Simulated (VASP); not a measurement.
Fe, 3 atoms in the cell. It takes space group P6/mmm (No. 191, hexagonal). The conventional cell has a = 4.100 Å, b = 4.100 Å, c = 2.331 Å, α = 90.00°, β = 90.00°, γ = 120.00°. Within 3.1 Å of Fe (site symmetry 6/mmm) lie 14 Fe at 2.33 to 2.64 Å. Within 3.1 Å of Fe (site symmetry -6m2) lie 11 Fe at 2.33 to 2.64 Å. This isn't the form of Fe at room conditions, which is bcc.

| Item | Value |
| --- | --- |
| Program | VASP 6.6.1 |
| Task | single point |
| Functional | PBEsol |
| Potentials or basis | VASP PAW PBE potentials, release 64 (Fe) |
| Cutoff | 520 eV |
| k mesh | 10 × 10 × 15 |
| Occupations | fermi-dirac, width 0.05 eV |
| Spin | collinear spin, ferromagnetic start |
| Starting moments | [2.473, 2.24, 2.24] μB |
| Dipole correction | no |
| Further INCAR settings | ALGO = Normal; EDIFF = 1e-06; NBANDS = 23 |

Potentials or basis: VASP PAW PBE potentials, release 64 (Fe).

Launch:

```bash
$ cat potpaw_PBE.64/Fe/POTCAR > POTCAR
$ mpirun -np 1 vasp_std > vasp.out
```

Hardware: 1 thread of AMD EPYC 9R45 96-Core Processor (Zen 5) (shared host).

Question: Estimate the wall time of this run.

Answer: It took 2.7 min on 1 thread of AMD EPYC 9R45 96-Core Processor (Zen 5), with other jobs on the host, peak memory 0.21 GiB. Counts: scf iterations 26, k points 112.
